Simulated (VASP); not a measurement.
Set up this calculation in VASP 6.6.1, as the native input.

| Item | Value |
| --- | --- |
| Task | single point |
| Functional | PBEsol |
| Potentials or basis | VASP PAW PBE potentials, release 64 (Li_sv) |
| Cutoff | 520 eV |
| k mesh | 5 × 5 × 5 |
| Occupations | fermi-dirac, width 0.15 eV |
| Spin | no spin polarisation |
| Dipole correction | no |
| Further INCAR settings | ALGO = Normal; EDIFF = 1e-06; NBANDS = 14 |

The structure of Li lies in POSCAR:

```
Li
1.0
    4.4692389127      0.0000000000      0.0000000000
    0.0000000000      4.4692389127      0.0000000000
    0.0000000000      0.0000000000      4.4692389127
Li
4
Direct
    0.8745700000      0.1254300000      0.6254300000
    0.3745700000      0.3745700000      0.3745700000
    0.1254300000      0.6254300000      0.8745700000
    0.6254300000      0.8745700000      0.1254300000
```

One way to write it, as run:

INCAR

```
  PREC = Accurate
  ENCUT = 520
  EDIFF = 1E-6
  ISMEAR = -1
  SIGMA = 0.15
  LREAL = F
  LASPH = T
  NELM = 100
  ALGO = Normal
  ISIF = 2
  LWAVE = F
  LCHARG = F
  GGA = PS
  NBANDS = 14
```

KPOINTS

```
Automatic mesh
0
Gamma
  5 5 5
```

Potentials or basis: VASP PAW PBE potentials, release 64 (Li_sv).

Run with:

```sh
$ cat potpaw_PBE.64/Li_sv/POTCAR > POTCAR
$ mpirun -np 1 vasp_std > vasp.out
```

It gave:

The largest force is 0.005 eV/Å and the band gap on the k mesh is zero (band 6 reaches 2.65 eV, above the bottom of band 7 at 0.39 eV).

Caveat: the PAW data sets were made with another functional, which shifts forces and pressure a little.

Run time: 9.3 s on 1 thread of Intel(R) Xeon(R) Platinum 8375C CPU @ 2.90GHz (Ice Lake), on a shared host, peak memory 0.18 GiB.
